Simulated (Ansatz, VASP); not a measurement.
## BiTe in VASP and in Ansatz

INCAR

```
SYSTEM = BiTe
PREC     = Accurate       ! precision mode
ENCUT    = 520            ! plane-wave cutoff, eV
EDIFF    = 1E-6           ! SCF threshold, eV
ISMEAR   = 0              ! smearing method
SIGMA    = 0.15           ! smearing width, eV
LREAL    = .FALSE.        ! projectors in reciprocal space
LASPH    = .TRUE.         ! aspherical terms in the spheres
NELM     = 60             ! most SCF steps
ALGO     = Normal         ! electronic algorithm
ISIF     = 2              ! what is computed and relaxed
LWAVE    = .FALSE.        ! write WAVECAR
LCHARG   = .FALSE.        ! write CHGCAR
GGA      = PE             ! functional
NBANDS   = 18             ! bands
```

KPOINTS

```
Automatic mesh
0
G
  12 12 12
  0 0 0
```

The input POSCAR:

```
BiTe
1.0
    2.3500265396      1.3567884553      3.2675325752
   -2.3500265396      1.3567884553      3.2675325752
    0.0000000000     -2.7135769105      3.2675325752
Bi Te
1 1
Direct
    0.5000000000      0.5000000000      0.5000000000
    0.0000000000      0.0000000000      0.0000000000
```

Input for Ansatz:

```yaml
crystal:
  lattice:
    - [2.3500265396, 1.3567884553, 3.2675325752]
    - [-2.3500265396, 1.3567884553, 3.2675325752]
    - [0.0, -2.7135769105, 3.2675325752]
  atoms:
    - { symbol: Bi, position: [0.5, 0.5, 0.5] }
    - { symbol: Te, position: [0.0, 0.0, 0.0] }
basis:
  ecutwfc: 420
kpoints:
  mp_grid: { grid: [12, 12, 12] }
hamiltonian:
  xc: pbe
scf:
  occupations: { method: gaussian, width: 0.15 }
output:
  forces: true
  stress: true
  eigenvalues: true
```

Change from the starting cell: strain -0.030 along x and y, -0.015 along z, atoms carried along.

Alike in both runs: task single point; functional PBE; k mesh 12 × 12 × 12; occupations gaussian, width 0.15 eV; no spin polarisation.

```csv
,VASP,Ansatz
version,VASP 6.6.1,Ansatz 0.2.0
potentials or method,"VASP PAW PBE potentials, release 64 (Bi_d, Te), cutoff 520 eV","scalar-relativistic, plane waves, PAW"
valence electrons in the cell,21,31
```

VASP gave:

| Property | Result |
| --- | --- |
| gap on the k mesh at the Fermi level (eV) | none |
| pressure (GPa) | 4.5 |
| traceless stress, the component that is largest in VASP (GPa) | -1.04 |

**Question.** What did Ansatz give for the same quantities?

**Answer.** gap on the k mesh at the Fermi level (eV): none; pressure (GPa): 4.5; traceless stress, the component that is largest in VASP (GPa): -1.05.

A gap of «none» marks a metal or a gap that the smearing closes. The functional is the same, so the differences come from potentials, cutoffs and numerics. VASP's potentials hold 21 valence electrons a cell and Ansatz's 31, so a difference there can come from the potentials and not from the codes.

Neither program's run includes spin-orbit coupling.
